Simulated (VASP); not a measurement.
## CdF2: single point with BLYP

The system is CdF2.

```
CELL_PARAMETERS angstrom
0.00000 2.76622 2.76622
2.76622 0.00000 2.76622
2.76622 2.76622 0.00000
ATOMIC_POSITIONS crystal
Cd 0.00000 0.00000 0.00000
F 0.75000 0.75000 0.75000
F 0.25000 0.25000 0.25000
```

```json
{
  "Program": "VASP 6.6.1",
  "Task": "single point",
  "Functional": "BLYP",
  "Potentials or basis": "VASP PAW PBE potentials, release 64 (Cd_sv_GW, F)",
  "Cutoff": "600 eV",
  "k mesh": "9 × 9 × 9",
  "Occupations": "fermi-dirac, width 0.05 eV",
  "Spin": "no spin polarisation",
  "Dipole correction": "no",
  "Further INCAR settings": "ALGO = Normal; EDIFF = 1e-06; NBANDS = 24"
}
```

* Pressure: -0.6 GPa
* Band gap on the k mesh: 2.89 eV (least direct gap 3.43 eV)

Levels at points of the mesh, in eV from the valence-band top:
```
           k point  band 14  band 15  band 16  band 17  band 18  band 19  band 20  band 21
(0.00, 0.00, 0.00)    -0.77    -0.54    -0.54    -0.54     2.89    12.36    12.36    12.36
```

Wall time 83 s on 1 thread of Intel(R) Xeon(R) Platinum 8259CL CPU @ 2.50GHz (Skylake/Cascade Lake), on a shared host, peak memory 0.2 GiB.

Caveat: the PAW data sets were made with another functional, which shifts forces and pressure a little; an odd mesh through Γ misses points on the zone boundary, where band edges can lie. As with any semilocal functional, this BLYP gap is likely too small.
